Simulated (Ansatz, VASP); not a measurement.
**Two plane-wave programs on C**

INCAR

```
ALGO = Normal
EDIFF = 1E-6
ENCUT = 520
GGA = PS
ISIF = 2
ISMEAR = 0
LASPH = T
LCHARG = F
LREAL = F
LWAVE = F
NBANDS = 16
NELM = 60
PREC = Accurate
SIGMA = 0.15
```

The input KPOINTS:

```
k-points
0
Gamma
  18 18 6
```

File POSCAR:

```
C
1.0
    1.3155378420     -2.2285132197      0.0000000000
    1.3155378420      2.2285132197      0.0000000000
    0.0000000000      0.0000000000      7.3778182888
C
4
Direct
    0.0833216498      0.9166783502      0.7498439858
    0.5833216498      0.4166783502      0.2501560142
    0.9166783502      0.0833216498      0.2501560142
    0.4166783502      0.5833216498      0.7498439858
```

Input for Ansatz:

```yaml
crystal:
  lattice:
    - [1.315537842, -2.2285132197, 0.0]
    - [1.315537842, 2.2285132197, 0.0]
    - [0.0, 0.0, 7.3778182888]
  atoms:
    - { symbol: C, position: [0.0833216498, 0.9166783502, 0.7498439858] }
    - { symbol: C, position: [0.5833216498, 0.4166783502, 0.2501560142] }
    - { symbol: C, position: [0.9166783502, 0.0833216498, 0.2501560142] }
    - { symbol: C, position: [0.4166783502, 0.5833216498, 0.7498439858] }
basis:
  ecutwfc: 520.0
kpoints:
  mp_grid: { grid: [18, 18, 6] }
hamiltonian:
  xc: pbesol
  pseudopotentials: { kind: paw, azcp: { folder: soft_1 } }
scf:
  occupations: { method: gaussian, width: 0.15 }
output:
  forces: true
  stress: true
  eigenvalues: true
  write_density: true
  write_potential: true
  elf: true
  volumetric_format: npy
```

Change from the starting cell: normal strain along x +0.0700, normal strain along y +0.0467.

Alike in both runs: task single point; functional PBEsol; k mesh 18 × 18 × 6; occupations gaussian, width 0.15 eV; no spin polarisation.

|  | VASP | Ansatz |
| --- | --- | --- |
| version | VASP 6.6.1 | Ansatz 0.2.0 |
| potentials or method | VASP PAW PBE potentials, release 64 (C), cutoff 520 eV | scalar-relativistic, plane waves, PAW |
| valence electrons in the cell | 16 | 16 |

VASP gave:

| Quantity | Value |
| --- | --- |
| gap on the k mesh at the Fermi level (eV) | 0.02 |
| least direct gap on the mesh (eV) | 0.02 |
| pressure (GPa) | -33.2 |
| traceless stress, the component that is largest in VASP (GPa) | 33.25 |

**Question.** What did Ansatz give for the same quantities?

**Answer.** gap on the k mesh at the Fermi level (eV): 0.02; least direct gap on the mesh (eV): 0.02; pressure (GPa): -33.7; traceless stress, the component that is largest in VASP (GPa): 33.75.

VASP's potentials were made for PBE, not for PBEsol, and Ansatz warns of the same on its side. Both programs put the cell under strong tension, so it lies far from rest at this level.

Noted on VASP's run: the cell as given lies far from equilibrium.
